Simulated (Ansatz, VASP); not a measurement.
## Ca2SnO3 in VASP and in Ansatz

```xyz
6
Lattice="5.2926 0.0000 0.0000 -2.6463 4.5836 0.0000 0.0000 0.0000 4.3561" Properties=species:S:1:pos:R:3 pbc="T T T"
Ca    0.0000    3.0557    0.0000
Ca    2.6463    1.5279    0.0000
Sn    0.0000    0.0000    2.1781
O     0.0000    3.0557    2.1781
O     2.6463    1.5279    2.1781
O     0.0000    0.0000    0.0000
```

Alike in both runs: functional PBE; k mesh 12 × 12 × 10; occupations gaussian, width 0.1 eV; no spin polarisation.

Ansatz relaxed the structure, and its values are those at the end. VASP's run is a single point on that final structure, the one shown.

|  | VASP | Ansatz |
| --- | --- | --- |
| version | VASP 6.6.1 | Ansatz 0.2.0 |
| potentials or method | VASP PAW PBE potentials, release 64 (Ca_sv, Sn_d, O), cutoff 520 eV | scalar-relativistic, plane waves, PAW |
| valence electrons in the cell | 52 | 52 |

|  | VASP | Ansatz | Ansatz less VASP |
| --- | --- | --- | --- |
| gap on the k mesh at the Fermi level (eV) | none | none | - |
| pressure (GPa) | 0.3 | 0.0 | -0.30 |

A gap of «none» marks a metal or a gap that the smearing closes.
